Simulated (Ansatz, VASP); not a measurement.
# BaTiO3 in VASP and in Ansatz

POSCAR

```
BaTiO3
1.0
    3.9634143980      0.0000000000      0.0000000000
    0.0000000000      2.8577462615      2.8742108424
    0.0000000000     -2.8577462615      2.8742108424
Ba Ti O
1 1 3
Direct
    0.0000000000      0.0084123005      0.0084123005
    0.5000000000      0.5239607265      0.5239607265
    0.0000000000      0.4903884208      0.4903884208
    0.5000000000      0.4939726399      0.9801459124
    0.5000000000      0.9801459124      0.4939726399
```

The input INCAR.step1:

```
PREC = Accurate ; ENCUT = 520
ISMEAR = 0 ; SIGMA = 0.01
LREAL = F ; LASPH = T
NELM = 80 ; NBANDS = 28
GGA = PE ; ALGO = Normal
EDIFF = 1E-4 ; LWAVE = T
LCHARG = F
```

Contents of INCAR.step2:

```
PREC = Accurate ; ENCUT = 520
EDIFF = 1E-6 ; ISMEAR = 0
SIGMA = 0.01 ; LREAL = F
LASPH = T ; NELM = 80
ALGO = Normal ; ISIF = 2
LWAVE = F ; LCHARG = F
METAGGA = R2SCAN ; LMIXTAU = T
NBANDS = 28 ; ISTART = 1
```

KPOINTS

```
regular mesh
0
Gamma
  4 4 4
```

Input for Ansatz:

```yaml
crystal:
  lattice:
    - [3.963414398, 0.0, 0.0]
    - [0.0, 2.8577462615, 2.8742108424]
    - [0.0, -2.8577462615, 2.8742108424]
  atoms:
    - { symbol: Ba, position: [0.0, 0.0084123005, 0.0084123005] }
    - { symbol: Ti, position: [0.5, 0.5239607265, 0.5239607265] }
    - { symbol: O, position: [0.0, 0.4903884208, 0.4903884208] }
    - { symbol: O, position: [0.5, 0.4939726399, 0.9801459124] }
    - { symbol: O, position: [0.5, 0.9801459124, 0.4939726399] }
kpoints:
  mp_grid: { grid: [4, 4, 4] }
hamiltonian:
  xc: r2scan
scf:
  occupations: { method: fixed }
  n_extra_bands: 5
output:
  forces: true
  stress: true
  eigenvalues: true
```

Alike in both runs: task single point; functional r2SCAN; k mesh 4 × 4 × 4; no spin polarisation.

|  | VASP | Ansatz |
| --- | --- | --- |
| version | VASP 6.6.1 | Ansatz 0.2.0 |
| potentials or method | VASP PAW PBE potentials, release 64 (Ba_sv, Ti_sv, O) | plane waves, PAW |
| plane-wave cutoff (eV) | 520 | 500 |
| occupations | gaussian, width 0.01 eV | fixed |
| valence electrons in the cell | 40 | 40 |

|  | VASP | Ansatz | Ansatz less VASP |
| --- | --- | --- | --- |
| gap on the k mesh at the Fermi level (eV) | 2.64 | 2.66 | +0.017 |
| pressure (GPa) | 1.9 | 0.0 | -1.92 |
| traceless stress, the component that is largest in VASP (GPa) | 0.13 | 0.04 | -0.096 |
| rms of the force components (eV/Å) | 0.053 | 0.014 | -0.0384 |

VASP's potentials were made for PBE, not for r2SCAN. Atom by atom the forces differ by 0.064 eV/Å (rms over components).

Spin-orbit coupling is off throughout.
